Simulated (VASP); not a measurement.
Here is a VASP 6.6.1 calculation.

INCAR

```
  PREC = Accurate
  ENCUT = 520
  EDIFF = 1E-8
  ISMEAR = -1
  SIGMA = 0.02
  LREAL = F
  LASPH = T
  NELM = 80
  ALGO = Normal
  ISIF = 2
  LWAVE = F
  LCHARG = F
  GGA = PE
  LEFG = T
  NBANDS = 15
```

KPOINTS

```
regular mesh
0
Gamma
  8 8 8
```

The input POSCAR:

```
SrO
1.0
   -0.0256980000      2.5569510000      2.5569510000
    2.5569510000     -0.0256980000      2.5569510000
    2.5569510000      2.5569510000     -0.0256980000
Sr O
1 1
Direct
    0.0000000000      0.0000000000      0.0000000000
    0.5000000000      0.5000000000      0.5000000000
```

Potentials or basis: VASP PAW PBE potentials, release 64 (Sr_sv, O).

Run with:

```console
$ cat potpaw_PBE.64/Sr_sv/POTCAR potpaw_PBE.64/O/POTCAR > POTCAR
$ mpirun -np 1 vasp_std > vasp.out
```

Predict the band gap on the k mesh.

3.24 eV, indirect (least direct gap 3.34 eV).

Estimate the pressure.

3.5 GPa.

Stress tensor (GPa, compression positive):
```
3.51 0.53 0.53
0.53 3.51 0.53
0.53 0.53 3.51
```

Caveat: the cell differs from its parent crystal (equal xy, yz and zx shear strains of -1 %); without QUAD_EFG the Cq values of the log hold for a quadrupole moment of 1 mb, not for the nuclei. A k mesh can miss the band edges.
